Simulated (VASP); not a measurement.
A run of VASP 6.6.1 is set up as follows.

Contents of INCAR:

```
SYSTEM = Hf
ALGO = Normal
EDIFF = 1E-6
ENCUT = 520
GGA = PE
ISIF = 2
ISMEAR = -1
LASPH = .TRUE.
LCHARG = .TRUE.
LELF = .TRUE.
LREAL = .FALSE.
LVHAR = .TRUE.
LWAVE = .FALSE.
NBANDS = 11
NELM = 100
PREC = Accurate
SIGMA = 0.03
```

File KPOINTS:

```
k-points
0
G
  13 13 13
  0 0 0
```

The input POSCAR:

```
Hf
1.0
    0.0000000000      2.2200000000      2.1534000000
    2.2200000000      0.0000000000      2.1534000000
    2.2200000000      2.2200000000      0.0000000000
Hf
1
Direct
    0.0000000000      0.0000000000      0.0000000000
```

Potentials or basis: VASP PAW PBE potentials, release 64 (Hf_pv).

Launch:

```console
$ cat potpaw_PBE.64/Hf_pv/POTCAR > POTCAR
$ mpirun -np 1 vasp_std > vasp.out
```

Task: What does it give for the pressure?

Result: 6.5 GPa.

Task: What does it give for the band gap on the k mesh?

Result: Zero (band 5 reaches 6.42 eV, above the bottom of band 6 at 4.44 eV).

Stress tensor (GPa, compression positive):
```
6.18 0.00 0.00
0.00 6.18 0.00
0.00 0.00 7.17
```

Caveat: the cell differs from its parent crystal (zz strain of -3 %); spin-orbit coupling is left out, which moves the levels of the heavy elements.
